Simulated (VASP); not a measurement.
Wanted: the native input for a VASP 6.6.1 run.

| Property | Result |
| --- | --- |
| Task | single point |
| Functional | r2SCAN |
| Potentials or basis | VASP PAW PBE potentials, release 64 (Ba_sv, Ti_sv, O) |
| Cutoff | 520 eV |
| k mesh | 8 × 8 × 8 |
| Occupations | gaussian, width 0.05 eV |
| Spin | no spin polarisation |
| Dipole correction | no |
| Further INCAR settings | ALGO = Normal; EDIFF = 1e-06; NBANDS = 28 |

Crystal: BaTiO3.

```xyz
5
Lattice="3.9723 0.0000 0.0000 0.0000 3.9723 0.0000 0.0000 0.0000 4.1124" Properties=species:S:1:pos:R:3 pbc="T T T"
Ba    0.0000    0.0000    4.0820
Ti    1.9862    1.9862    1.9514
O     1.9862    1.9862   -0.0952
O     1.9862    0.0000    2.1164
O     0.0000    1.9862    2.1164
```

This cell differs from its parent crystal: atom 3 (O) moved -0.225 Å along Cartesian [0 0 1].

These files were run (other wordings do the same):

POSCAR

```
BaTiO3
1.0
    3.9723167996      0.0000000000      0.0000000000
    0.0000000000      3.9723167996      0.0000000000
    0.0000000000      0.0000000000      4.1123825565
Ba Ti O
1 1 3
Direct
    0.0000000000      0.0000000000      0.9926109048
    0.5000000000      0.5000000000      0.4745255192
    0.5000000000      0.5000000000     -0.0231391049
    0.5000000000      0.0000000000      0.5146449361
    0.0000000000      0.5000000000      0.5146449361
```

INCAR.step1

```
ALGO = Normal ; EDIFF = 1E-4
ENCUT = 520 ; GGA = PE
ISMEAR = 0 ; LASPH = T
LCHARG = F ; LREAL = F
LWAVE = T ; NBANDS = 28
NELM = 80 ; PREC = Accurate
SIGMA = 0.05
```

INCAR.step2

```
ALGO = Normal ; EDIFF = 1E-6
ENCUT = 520 ; ISIF = 2
ISMEAR = 0 ; ISTART = 1
LASPH = T ; LCHARG = F
LMIXTAU = T ; LREAL = F
LWAVE = F ; METAGGA = R2SCAN
NBANDS = 28 ; NELM = 80
PREC = Accurate ; SIGMA = 0.05
```

KPOINTS

```
k-points
0
Gamma
  8 8 8
```

Potentials or basis: VASP PAW PBE potentials, release 64 (Ba_sv, Ti_sv, O).

The run is started by

```sh
$ cat potpaw_PBE.64/Ba_sv/POTCAR potpaw_PBE.64/Ti_sv/POTCAR potpaw_PBE.64/O/POTCAR > POTCAR
$ cp INCAR.step1 INCAR
$ mpirun -np 1 vasp_std > vasp.out
$ cp INCAR.step2 INCAR
$ mpirun -np 1 vasp_std > vasp.out
```

It gave:

* Pressure: -1.2 GPa
* Largest force: 1.586 eV/Å
* Band gap on the k mesh: 2.08 eV (least direct gap 2.31 eV)

Caveat: the cell differs from its parent crystal (atom 3 (O) moved -0.225 Å along Cartesian [0 0 1]); the PAW data sets were made with another functional, which shifts forces and pressure a little; spin-orbit coupling is left out, which moves the levels of the heavy elements.

It took 14 min on 1 thread of AMD EPYC 7571 (shared host), peak memory 0.24 GiB.
